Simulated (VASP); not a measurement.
Write the native input for VASP 6.6.1 that does the following.

```yaml
Task: relaxation of cell and atoms
Functional: PBEsol
Potentials_or_basis: VASP PAW PBE potentials, release 64 (K_sv, I)
Cutoff: 600 eV
k_mesh: 6 × 6 × 6
Occupations: fermi-dirac, width 0.02 eV
Spin: no spin polarisation
Dipole_correction: no
Further_INCAR_settings: ALGO = Normal; EDIFF = 1e-07; IBRION = 2; EDIFFG = -0.005; NSW = 80; ISIF = 3
```

The structure of KI lies in POSCAR:

```
KI
1.0
    0.0000000000      3.9973717352      3.9973717352
    3.9973717352      0.0000000000      3.9973717352
    3.9973717352      3.9973717352      0.0000000000
K I
1 1
Direct
    0.0000000000      0.0000000000      0.0000000000
    0.2500000000      0.2500000000      0.2500000000
```

The input as run:

INCAR

```
SYSTEM = KI
PREC     = Accurate       ! precision mode
ENCUT    = 600            ! plane-wave cutoff, eV
EDIFF    = 1E-7           ! SCF threshold, eV
ISMEAR   = -1             ! smearing method
SIGMA    = 0.02           ! smearing width, eV
LREAL    = .False.        ! projectors in reciprocal space
LASPH    = .True.         ! aspherical terms in the spheres
NELM     = 80             ! most SCF steps
ALGO     = Normal         ! electronic algorithm
ISIF     = 3              ! what is computed and relaxed
LWAVE    = .False.        ! write WAVECAR
LCHARG   = .False.        ! write CHGCAR
GGA      = PS             ! functional
IBRION   = 2              ! ionic algorithm
NSW      = 80             ! ionic steps
EDIFFG   = -0.005         ! ionic threshold
```

KPOINTS

```
regular mesh
0
Gamma
  6 6 6
  0 0 0
```

Potentials or basis: VASP PAW PBE potentials, release 64 (K_sv, I).

Command:

```sh
$ cat potpaw_PBE.64/K_sv/POTCAR potpaw_PBE.64/I/POTCAR > POTCAR
$ mpirun -np 1 vasp_std > vasp.out
```

Results of the run:

```
Relaxed volume                        : 60.78 Å³/atom
Relaxed cell                          : a = 5.560 Å, b = 5.560 Å, c = 5.560 Å, α = 60.00°, β = 60.00°, γ = 60.00°
Space group after relaxing (to 0.1 Å) : F-43m (No. 216)
Energy gained by relaxing             : 3.7 meV/atom
Ionic steps                           : 3
Pressure after relaxing               : 0.0 GPa
Band gap on the k mesh                : 3.96 eV
```

Caveat: the PAW data sets were made with another functional, which shifts forces and pressure a little; spin-orbit coupling is left out, which moves the levels of the heavy elements.

Wall time 41 s on 1 thread of Intel(R) Xeon(R) 6975P-C (Granite Rapids) (shared host), peak memory 0.35 GiB.
